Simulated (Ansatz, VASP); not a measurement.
Al2O3 in VASP and in Ansatz

```xyz
10
Lattice="2.5077 1.4478 4.5578 -2.5077 1.4478 4.5578 0.0000 -2.8957 4.5578" Properties=species:S:1:pos:R:3 pbc="T T T"
Al    0.0000    0.0000   11.6502
Al    0.0000    0.0000    8.8598
Al    0.0000    0.0000    2.0232
Al    0.0000    0.0000    4.8135
O    -0.9737   -1.4478    5.6972
O     1.7407   -0.1193    5.6972
O    -0.7670    1.5672    5.6972
O     0.9737    1.4478    7.9761
O    -1.7407    0.1193    7.9761
O     0.7670   -1.5672    7.9761
```

Alike in both runs: task single point; functional PBEsol; k mesh 6 × 6 × 6; occupations gaussian, width 0.05 eV; no spin polarisation.

|  | VASP | Ansatz |
| --- | --- | --- |
| version | VASP 6.6.1 | Ansatz 0.2.0 |
| potentials or method | VASP PAW PBE potentials, release 64 (Al, O), cutoff 520 eV | scalar-relativistic, plane waves, PAW |
| valence electrons in the cell | 48 | 48 |

Ansatz gave:

* gap on the k mesh at the Fermi level (eV): 4.31
* least direct gap on the mesh (eV): 4.31
* pressure (GPa): -26.7
* traceless stress, the component that is largest in VASP (GPa): 1.28
* rms of the force components (eV/Å): 0.065

Task: Which values does VASP return?

Result: gap on the k mesh at the Fermi level (eV): 4.31; least direct gap on the mesh (eV): 4.31; pressure (GPa): -26.8; traceless stress, the component that is largest in VASP (GPa): 1.27; rms of the force components (eV/Å): 0.066.

VASP's potentials were made for PBE, not for PBEsol, and Ansatz warns of the same on its side. Atom by atom the forces differ by 0.001 eV/Å (rms over components). The functional is the same, so the differences come from potentials, cutoffs and numerics.
